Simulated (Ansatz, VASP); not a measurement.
Two plane-wave programs on KMgF3

Contents of POSCAR:

```
KMgF3
1.0
    4.1577540817      0.0000000000      0.0000000000
    0.0000000000      4.1577540817      0.0000000000
    0.0000000000      0.0000000000      3.8914763217
K Mg F
1 1 3
Direct
    0.5000000000      0.5000000000      0.5000000000
    0.0000000000      0.0000000000      0.0000000000
    0.5000000000      0.0000000000      0.0000000000
    0.0000000000      0.5000000000      0.0000000000
    0.0000000000      0.0000000000      0.5000000000
```

File INCAR.step1:

```
SYSTEM = KMgF3
ALGO = Normal
EDIFF = 1E-5
ENCUT = 520
GGA = PE
GGA_COMPAT = .False.
ISIF = 2
ISMEAR = 0
LASPH = .True.
LCHARG = .False.
LREAL = .False.
LWAVE = .True.
NBANDS = 24
NELM = 120
PREC = Accurate
SIGMA = 0.01
```

Contents of INCAR.step2:

```
SYSTEM = KMgF3
ALGO = Normal
EDIFF = 1E-6
ENCUT = 520
GGA = PE
GGA_COMPAT = .False.
HFSCREEN = 0.2079
ISIF = 2
ISMEAR = 0
ISTART = 1
LASPH = .True.
LCHARG = .False.
LHFCALC = .True.
LREAL = .False.
LWAVE = .False.
NBANDS = 24
NELM = 120
PREC = Accurate
PRECFOCK = Normal
SIGMA = 0.01
```

KPOINTS

```
k-points
0
Gamma
  4 4 4
  0 0 0
```

Input for Ansatz:

```yaml
crystal:
  lattice:
    - [4.1577540817, 0.0, 0.0]
    - [0.0, 4.1577540817, 0.0]
    - [0.0, 0.0, 3.8914763217]
  atoms:
    - { symbol: K, position: [0.5, 0.5, 0.5] }
    - { symbol: Mg, position: [0.0, 0.0, 0.0] }
    - { symbol: F, position: [0.5, 0.0, 0.0] }
    - { symbol: F, position: [0.0, 0.5, 0.0] }
    - { symbol: F, position: [0.0, 0.0, 0.5] }
kpoints:
  mp_grid: { grid: [4, 4, 4] }
  band_path:
    path: [[0.0, 0.0, 0.0], [0.0, 0.5, 0.0], [0.5, 0.5, 0.0], [0.5, 0.5, 0.5]]
    npoints: 1
hamiltonian:
  xc: hse06
scf:
  occupations: { method: fixed }
  n_extra_bands: 5
output:
  forces: true
  stress: true
  eigenvalues: true
```

Change from the starting cell: epitaxial_xy strain +4.5%.

Alike in both runs: task single point; functional HSE06; k mesh 4 × 4 × 4; no spin polarisation.

|  | VASP | Ansatz |
| --- | --- | --- |
| version | VASP 6.6.1 | Ansatz 0.2.0 |
| potentials or method | VASP PAW PBE potentials, release 64 (K_sv, Mg, F) | plane waves, PAW |
| plane-wave cutoff (eV) | 520 | 420 |
| occupations | gaussian, width 0.01 eV | fixed |
| valence electrons in the cell | 32 | 40 |

Ansatz gave:

```
gap on the k mesh at the Fermi level (eV)                     : 9.09
pressure (GPa)                                                : -2.6
traceless stress, the component that is largest in VASP (GPa) : 3.72
```

**Question.** Which values does VASP return?

**Answer.** gap on the k mesh at the Fermi level (eV): 9.05; pressure (GPa): -2.8; traceless stress, the component that is largest in VASP (GPa): 3.79.

VASP's potentials hold 32 valence electrons a cell and Ansatz's 40, so a difference there can come from the potentials and not from the codes. Ansatz's warnings: stress exchange threshold loose, stress scf threshold loose.
